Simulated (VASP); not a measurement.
# SnSe in VASP: a series of runs

Runs on SnSe. Level: LDA. Tasks: single point.

Everything below comes from runs of VASP 6.6.1. Logs are shortened: lines on timing, memory, paths and dates and some standing lists are left out, and cuts for length are marked.

## (1) The cell of the first run

The cell holds a slab with vacuum, 4 atoms: a = 4.190 Å, b = 4.190 Å, c = 10.980 Å, α = 88.71°, β = 90.00°, γ = 90.00°.

## (2) Single point, LDA (strain +0.0225 x Voigt [0, 0, 0, 1, 0, 0])

Contents of INCAR:

```
  PREC = Accurate
  ENCUT = 500
  EDIFF = 1E-6
  ISMEAR = 0
  SIGMA = 0.05
  LREAL = F
  LASPH = T
  NELM = 120
  ALGO = Normal
  ISIF = 2
  LWAVE = F
  LCHARG = F
  GGA = CA
  NBANDS = 28
  GGA_COMPAT = F
```

Contents of KPOINTS:

```
regular mesh
0
Gamma
  6 6 4
```

Contents of POSCAR:

```
SnSe
1.0
    4.1898989379      0.0000000000      0.0000000000
    0.0000000000      4.1898989379      0.0471363631
    0.0000000000      0.1235207581     10.9796229414
Sn Se
2 2
Direct
    0.5000000000      0.0000000000      0.3781633338
    0.0000000000      0.5000000000      0.6218366662
    0.5000000000      0.0000000000      0.6217782129
    0.0000000000      0.5000000000      0.3782217871
```

Potentials or basis: VASP PAW LDA potentials, release 64 (Sn_d, Se).

Run with:

```
$ cat potpaw_LDA.64/Sn_d/POTCAR potpaw_LDA.64/Se/POTCAR > POTCAR
$ mpirun -np 1 vasp_std > vasp.out
```

OUTCAR:

```text
PREC = Accurate
   ENCUT = 500
   EDIFF = 1E-6
   ISMEAR = 0
   LREAL = F
   LASPH = T
   NELM = 120
   ISIF = 2
   GGA = CA

 ion  position               nearest neighbor table
   1  0.500  0.000  0.378-   3 2.67   4 2.96   4 2.96   4 2.96   4 2.96
   2  0.000  0.500  0.622-   4 2.67   3 2.96   3 2.96   3 2.96   3 2.96
   3  0.500  0.000  0.622-   1 2.67   2 2.96   2 2.96   2 2.96   2 2.96
   4  0.000  0.500  0.378-   2 2.67   1 2.96   1 2.96   1 2.96   1 2.96

  LATTYP: Found a simple monoclinic cell.
 ALAT       =     4.1901640716
 B/A-ratio  =     0.9999367248
 C/A-ratio  =     2.6204982755
 COS(beta)  =    -0.0224971527

  Lattice vectors:

 A1 = (   0.0000000000,   4.1898989379,   0.0471363631)
 A2 = (   4.1898989379,   0.0000000000,   0.0000000000)
 A3 = (   0.0000000000,  -0.1235207581, -10.9796229414)

Analysis of symmetry for initial positions (statically):
=====================================================================
 Subroutine PRICEL returns:
 Original cell was already a primitive cell.

 Routine SETGRP: Setting up the symmetry group for a
 simple monoclinic supercell.

 Subroutine GETGRP returns: Found  4 space group operations
 (whereof  2 operations were pure point group operations)
 out of a pool of  4 trial point group operations.

The static configuration has the point symmetry C_1h.
 The point group associated with its full space group is C_2h.

Analysis of symmetry for dynamics (positions and initial velocities):
=====================================================================
 Subroutine PRICEL returns:
 Original cell was already a primitive cell.

 Routine SETGRP: Setting up the symmetry group for a
 simple monoclinic supercell.

 Subroutine GETGRP returns: Found  4 space group operations
 (whereof  2 operations were pure point group operations)
 out of a pool of  4 trial point group operations.

The dynamic configuration has the point symmetry C_1h.
 The point group associated with its full space group is C_2h.

 Subroutine INISYM returns: Found  4 space group operations
 (whereof  2 operations are pure point group operations),
 and found     1 'primitive' translations

----------------------------------------------------------------------------------------

                                     Primitive cell

  volume of cell :     192.7257

  direct lattice vectors                    reciprocal lattice vectors
     4.189898938  0.000000000  0.000000000     0.238669241  0.000000000  0.000000000
     0.000000000  4.189898938  0.047136363     0.000000000  0.238699452 -0.002685369
     0.000000000  0.123520758 10.979622941     0.000000000 -0.001024755  0.091089337

  length of vectors
     4.189898938  4.190164072 10.980317724     0.238669241  0.238714556  0.091095101

  position of ions in fractional coordinates (direct lattice)
     0.500000000  0.000000000  0.378163334
     0.000000000  0.500000000  0.621836666
     0.500000000  0.000000000  0.621778213
     0.000000000  0.500000000  0.378221787

  ion indices of the primitive-cell ions
   primitive index   ion index
                 1           1
                 2           2
                 3           3
                 4           4

----------------------------------------------------------------------------------------

 KPOINTS: regular mesh

Automatic generation of k-mesh.
 Grid dimensions read from file:
 generate k-points for:    6    6    4

 Generating k-lattice:

  Cartesian coordinates                     Fractional coordinates (reciprocal lattice)
     0.039778207  0.000000000  0.000000000     0.166666667  0.000000000  0.000000000
     0.000000000  0.039783242 -0.000447561     0.000000000  0.166666667  0.000000000
     0.000000000 -0.000256189  0.022772334     0.000000000  0.000000000  0.250000000

  Length of vectors
     0.039778207  0.039785759  0.022773775

  Shift w.r.t. Gamma in fractional coordinates (k-lattice)
     0.000000000  0.000000000  0.000000000

 Subroutine IBZKPT returns following result:
 ===========================================

 Found     56 irreducible k-points:

 Following reciprocal coordinates:
            Coordinates               Weight
  0.000000  0.000000  0.000000      1.000000
  0.166667  0.000000  0.000000      2.000000
  0.333333  0.000000  0.000000      2.000000
  0.500000  0.000000  0.000000      1.000000
  0.000000  0.166667  0.000000      2.000000
  0.166667  0.166667  0.000000      4.000000
[... 16 lines left out ...]
  0.333333  0.166667  0.250000      4.000000
  0.500000  0.166667  0.250000      2.000000
 [... further k-points ...]
   k-points           NKPTS =     56   k-points in BZ     NKDIM =     56   number of bands    NBANDS=     28
   number of dos      NEDOS =    301   number of ions     NIONS =      4
   total plane-waves  NPLWV =  81920
   dimension x,y,z NGX =    32 NGY =   32 NGZ =   80
   dimension x,y,z NGXF=    64 NGYF=   64 NGZF=  160
   ions per type =               2   2
   NGX,Y,Z   is equivalent  to a cutoff of  12.70, 12.70, 12.11 a.u.
   NGXF,Y,Z  is equivalent  to a cutoff of  25.39, 25.39, 24.22 a.u.
 SYSTEM =  unknown system
   PREC   = accura    normal or accurate (medium, high low for compatibility)
   ISTART =      0    job   : 0-new  1-cont  2-samecut
   ICHARG =      2    charge: 1-file 2-atom 10-const
   ISPIN  =      1    spin polarized calculation?
   LNONCOLLINEAR =      F non collinear calculations
   LSORBIT =      F    spin-orbit coupling
   LASPH  =      T    aspherical Exc in radial PAW
   ENCUT  =  500.0 eV  36.75 Ry    6.06 a.u.   7.64  7.64 20.02*2*pi/ulx,y,z
   NELM   =    120;   NELMIN=  2; NELMDL= -5     # of ELM steps
   EDIFF  = 0.1E-05   stopping-criterion for ELM
   LREAL  =      F    real-space projection
   EDIFFG = 0.1E-04   stopping-criterion for IOM
   NSW    =      0    number of steps for IOM
   IBRION =     -1    ionic relax: 0-MD 1-quasi-New 2-CG
   NFREE  =      0    steps in history (QN), initial steepest desc. (CG)
   ISIF   =      2    stress and relaxation
   ISYM   =      2    0-nonsym 1-usesym 2-fastsym
   POTIM  = 0.5000    time-step for ionic-motion
   TEBEG  =    0.0;   TEEND  =   0.0 temperature during run
   PSTRESS=    0.0 pullay stress
   NELECT =      40.0000    total number of electrons
   NUPDOWN=      -1.0000    fix difference up-down
   EMIN   =  10.00;   EMAX   =-10.00  energy-range for DOS
   EFERMI =   0.00;   METHOD = LEGACY
   ISMEAR =     0;   SIGMA  =   0.05  broadening in eV -4-tet -1-fermi 0-gaus
   EFERMI_NEDOS =   21; number of points for ismear=-14 and -15
   IALGO  =     38    algorithm
   IMIX   =      4    mixing-type and parameters
     AMIX     =   0.40;   BMIX     =  1.00
     AMIX_MAG =   1.60;   BMIX_MAG =  1.00
  volume/ion in A,a.u.               =      48.18       325.14
  Fermi-wavevector in a.u.,A,eV,Ry     =   0.969278  1.831670 12.782669  0.939500
  Thomas-Fermi vector in A             =   2.099317
   LORBIT       =      0    0 simple, 1 ext, 2 COOP (PROOUT), +10 PAW based schemes
   GGA     = CA    functional components
   LHFCALC =     F    Hartree Fock is set to
   AEXX    =    0.0000 exact exchange contribution
   IVDW    =     0    specifies the selected vdW correction
   LEPSILON=     F    determine dielectric tensor
   LRPA    =     F    only Hartree local field effects (RPA)
 non-spin polarized calculation
 Gauss-broadening in eV      SIGMA  =   0.05
  energy-cutoff  :      500.00
  volume of cell :      192.73
 maximum number of plane-waves:      4913
 NGX is ok and might be reduce to    32
   NGX = 15   NGY = 15   NGZ = 41

 number of electron      39.9999992 magnetization

 Free energy of the ion-electron system (eV)
  ---------------------------------------------------
  ext. energy  EPLUGINS =         0.00000000
  ---------------------------------------------------
  free energy    TOTEN  =       -18.49070432 eV

  energy without entropy =      -18.49070432  energy(sigma->0) =      -18.49070432

 E-fermi :   1.1381     XC(G=0):  -6.3491

 val. band max:        0.8283251644   @ k =   0.0000   0.3333   0.5000
 cond. band min:       2.2703477387   @ k =   0.3333   0.1667   0.5000
 fundamental gap:      1.4420225744
 Fermi energy:         1.1381035996

 k-point     1 :       0.0000    0.0000    0.0000
  band No.  band energies     occupation
      1     -20.2609      2.00000
      2     -20.2365      2.00000
      3     -20.2327      2.00000
      4     -20.2277      2.00000
      5     -20.2217      2.00000
      6     -20.2205      2.00000
[... 20 lines left out ...]
     27       6.3428      0.00000
     28       6.6112      0.00000

 k-point     2 :       0.1667    0.0000    0.0000
  band No.  band energies     occupation
      1     -20.2560      2.00000
      2     -20.2352      2.00000
      3     -20.2327      2.00000
      4     -20.2266      2.00000
      5     -20.2259      2.00000
      6     -20.2201      2.00000
[... 20 lines left out ...]
     27       5.9348      0.00000
     28       6.1881      0.00000

 k-point     3 :       0.3333    0.0000    0.0000
  band No.  band energies     occupation
      1     -20.2456      2.00000
      2     -20.2393      2.00000
      3     -20.2349      2.00000
      4     -20.2282      2.00000
      5     -20.2241      2.00000
      6     -20.2165      2.00000
[... 20 lines left out ...]
     27       5.6419      0.00000
     28       7.2766      0.00000

 k-point     4 :       0.5000    0.0000    0.0000
  band No.  band energies     occupation
      1     -20.2402      2.00000
      2     -20.2402      2.00000
      3     -20.2352      2.00000
      4     -20.2352      2.00000
      5     -20.2171      2.00000
      6     -20.2171      2.00000
[... 578 lines left out ...]
     27       5.7090      0.00000
     28       6.9842      0.00000

 k-point    23 :       0.3333    0.1667    0.2500
  band No.  band energies     occupation
      1     -20.2500      2.00000
      2     -20.2455      2.00000
      3     -20.2305      2.00000
      4     -20.2235      2.00000
      5     -20.2214      2.00000
      6     -20.2157      2.00000
[... 20 lines left out ...]
     27       6.0840      0.00000
     28       6.6818      0.00000

 k-point    24 :       0.5000    0.1667    0.2500
  band No.  band energies     occupation
      1     -20.2495      2.00000
      2     -20.2495      2.00000
      3     -20.2274      2.00000
      4     -20.2274      2.00000
      5     -20.2156      2.00000
      6     -20.2156      2.00000
[... 20 lines left out ...]
     27       6.7187      0.00000
     28       6.7187      0.00000

 [... further k-points ...]

------------------------ aborting loop because EDIFF is reached ----------------------------------------

  FORCE on cell =-STRESS in cart. coord.  units (eV):
  Direction    XX          YY          ZZ          XY          YZ          ZX
  --------------------------------------------------------------------------------------
  -------------------------------------------------------------------------------------
  Total        0.0785844      0.0717351      0.1112044      0.0000000     -0.2014163      0.0000000
  in kB        0.6532922      0.5963521      0.9244707      0.0000000     -1.6744247      0.0000000
  external PRESSURE =       0.7247050 kB  Pullay stress =       0.0000000 kB

 VOLUME and BASIS-vectors are now :
 -----------------------------------------------------------------------------
  energy-cutoff  :      500.00
  volume of cell :      192.73
      direct lattice vectors                 reciprocal lattice vectors
     4.189898938  0.000000000  0.000000000     0.238669241  0.000000000  0.000000000
     0.000000000  4.189898938  0.047136363     0.000000000  0.238699452 -0.002685369
     0.000000000  0.123520758 10.979622941     0.000000000 -0.001024755  0.091089337

 POSITION                                       TOTAL-FORCE (eV/Angst)
 -----------------------------------------------------------------------------------
      2.09495      0.04671      4.15209         0.000000      0.010232     -0.027314
      0.00000      2.17176      6.85110         0.000000     -0.010232      0.027314
      2.09495      0.07680      6.82689         0.000000     -0.065532      0.024329
      0.00000      2.14167      4.17630         0.000000      0.065532     -0.024329
 -----------------------------------------------------------------------------------
    total drift:                                0.000000      0.000000      0.000000

  FREE ENERGIE OF THE ION-ELECTRON SYSTEM (eV)
  ---------------------------------------------------
  free  energy   TOTEN  =       -18.4907043249 eV

  energy  without entropy=      -18.4907043249  energy(sigma->0) =      -18.49070432
```

It took 2.1 min on 1 thread of Intel Xeon 6975P-C (Granite Rapids), shared host; peak memory 0.38 GiB.

What came out:

* Free energy: -18.4907 eV
* Largest force: 0.070 eV/Å
* Band gap on the k mesh: 1.44 eV (least direct gap 1.50 eV)

Forces on the atoms (eV/Å):
```
Sn   0.000  0.010 -0.027
Sn   0.000 -0.010  0.027
Se   0.000 -0.066  0.024
Se   0.000  0.066 -0.024
```

Caveat: the cell differs from its parent crystal (strain +0.0225 x Voigt [0, 0, 0, 1, 0, 0]); spin-orbit coupling is left out, which moves the levels of the heavy elements.

## (3) Single point, LDA (strain -0.0600 x Voigt [0, 0, 0, 1, 0, 0])

Contents of INCAR:

```
SYSTEM = SnSe
PREC = Accurate ; ENCUT = 500
EDIFF = 1E-6 ; ISMEAR = 0
SIGMA = 0.05 ; LREAL = .FALSE.
LASPH = .TRUE. ; NELM = 120
ALGO = Normal ; ISIF = 2
LWAVE = .FALSE. ; LCHARG = .FALSE.
NBANDS = 28 ; GGA_COMPAT = .FALSE.
```

Contents of KPOINTS:

```
Automatic mesh
0
G
  6 6 4
  0 0 0
```

POSCAR, as its differences from that of step 2:

```diff
@@ -3,4 +3,4 @@
     4.1898989379      0.0000000000      0.0000000000
-    0.0000000000      4.1898989379      0.0471363631
-    0.0000000000      0.1235207581     10.9796229414
+    0.0000000000      4.1898989379     -0.1256969681
+    0.0000000000     -0.3293886882     10.9796229414
 Sn Se
```

Potentials or basis: VASP PAW LDA potentials, release 64 (Sn_d, Se).

Run with:

```
$ cat potpaw_LDA.64/Sn_d/POTCAR potpaw_LDA.64/Se/POTCAR > POTCAR
$ mpirun -np 1 vasp_std > vasp.out
```

Wall time 2.3 min (1 thread of Intel Xeon 6975P-C (Granite Rapids), shared host); peak memory 0.38 GiB.

It converged, with:

- Free energy: -18.4768 eV
- Largest force: 0.176 eV/Å
- Band gap on the k mesh: 1.42 eV (least direct gap 1.48 eV)

Forces on the atoms (eV/Å):
```
Sn   0.000 -0.028 -0.036
Sn   0.000  0.028  0.036
Se   0.000  0.174  0.028
Se   0.000 -0.174 -0.028
```

Levels at points of the mesh, in eV from the valence-band top:
```tsv
k point	band 17	band 18	band 19	band 20	band 21	band 22	band 23	band 24
(0.00, 0.00, 0.00)	-3.24	-2.00	-1.97	-0.55	1.62	3.57	3.74	4.73
(0.50, 0.00, 0.00)	-1.65	-1.65	-0.10	-0.10	1.44	1.44	2.00	2.00
(0.00, 0.50, 0.00)	-1.70	-1.60	-0.13	-0.08	1.46	1.52	1.85	2.08
(0.50, 0.50, 0.00)	-3.64	-3.64	-1.82	-1.82	3.51	3.51	4.52	4.52
(0.00, 0.00, 0.50)	-3.24	-2.00	-1.97	-0.55	1.48	3.57	4.72	4.73
(0.50, 0.00, 0.50)	-1.65	-1.65	-0.10	-0.10	1.44	1.44	2.00	2.00
(0.00, 0.50, 0.50)	-1.70	-1.60	-0.13	-0.08	1.46	1.52	1.85	2.08
(0.50, 0.50, 0.50)	-3.64	-3.64	-1.82	-1.82	3.48	3.48	4.57	4.57
```

Caveat: the cell differs from its parent crystal (strain -0.0600 x Voigt [0, 0, 0, 1, 0, 0]); spin-orbit coupling is left out, which moves the levels of the heavy elements.

## (4) Single point, LDA (strain +0.0450 x Voigt [0, 0, 0, 1, 0, 0])

Contents of INCAR:

```
ALGO     = Normal         # electronic algorithm
EDIFF    = 1E-6           # SCF threshold, eV
ENCUT    = 500            # plane-wave cutoff, eV
GGA      = CA             # functional
GGA_COMPAT= F            
ISIF     = 2              # what is computed and relaxed
ISMEAR   = 0              # smearing method
LASPH    = T              # aspherical terms in the spheres
LCHARG   = F              # write CHGCAR
LREAL    = F              # projectors in reciprocal space
LWAVE    = F              # write WAVECAR
NBANDS   = 28             # bands
NELM     = 120            # most SCF steps
PREC     = Accurate       # precision mode
SIGMA    = 0.05           # smearing width, eV
```

Contents of KPOINTS:

```
k-points
0
Gamma
  6 6 4
```

POSCAR, as its differences from that of step 3:

```diff
@@ -3,4 +3,4 @@
     4.1898989379      0.0000000000      0.0000000000
-    0.0000000000      4.1898989379     -0.1256969681
-    0.0000000000     -0.3293886882     10.9796229414
+    0.0000000000      4.1898989379      0.0942727261
+    0.0000000000      0.2470415162     10.9796229414
 Sn Se
```

Run with:

```
$ cat potpaw_LDA.64/Sn_d/POTCAR potpaw_LDA.64/Se/POTCAR > POTCAR
$ mpirun -np 1 vasp_std > vasp.out
```

It took 2.2 min on 1 thread of Intel Xeon 6975P-C (Granite Rapids), shared host; peak memory 0.39 GiB.

The run converged. Its results:

| Quantity | Value |
| --- | --- |
| Free energy | -18.4839 eV |
| Largest force | 0.133 eV/Å |
| Band gap on the k mesh | 1.43 eV (least direct gap 1.49 eV) |

Forces in eV/Å, atoms in the order of the input:
```
Sn   0.000  0.021 -0.032
Sn   0.000 -0.021  0.032
Se   0.000 -0.131  0.026
Se   0.000  0.131 -0.026
```

Levels at points of the mesh, in eV from the valence-band top:
```tsv
k point	band 17	band 18	band 19	band 20	band 21	band 22	band 23	band 24
(0.00, 0.00, 0.00)	-3.25	-1.99	-1.98	-0.55	1.62	3.57	3.74	4.73
(0.50, 0.00, 0.00)	-1.65	-1.65	-0.10	-0.10	1.46	1.46	1.99	1.99
(0.00, 0.50, 0.00)	-1.69	-1.61	-0.12	-0.08	1.47	1.51	1.88	2.05
(0.50, 0.50, 0.00)	-3.64	-3.64	-1.82	-1.82	3.54	3.54	4.50	4.50
(0.00, 0.00, 0.50)	-3.25	-1.99	-1.98	-0.56	1.48	3.57	4.73	4.73
(0.50, 0.00, 0.50)	-1.65	-1.65	-0.10	-0.10	1.46	1.46	1.99	1.99
(0.00, 0.50, 0.50)	-1.69	-1.61	-0.12	-0.08	1.47	1.51	1.88	2.05
(0.50, 0.50, 0.50)	-3.64	-3.64	-1.82	-1.82	3.51	3.51	4.54	4.54
```

Caveat: the cell differs from its parent crystal (strain +0.0450 x Voigt [0, 0, 0, 1, 0, 0]); spin-orbit coupling is left out, which moves the levels of the heavy elements.

[end of part 1 of 2]
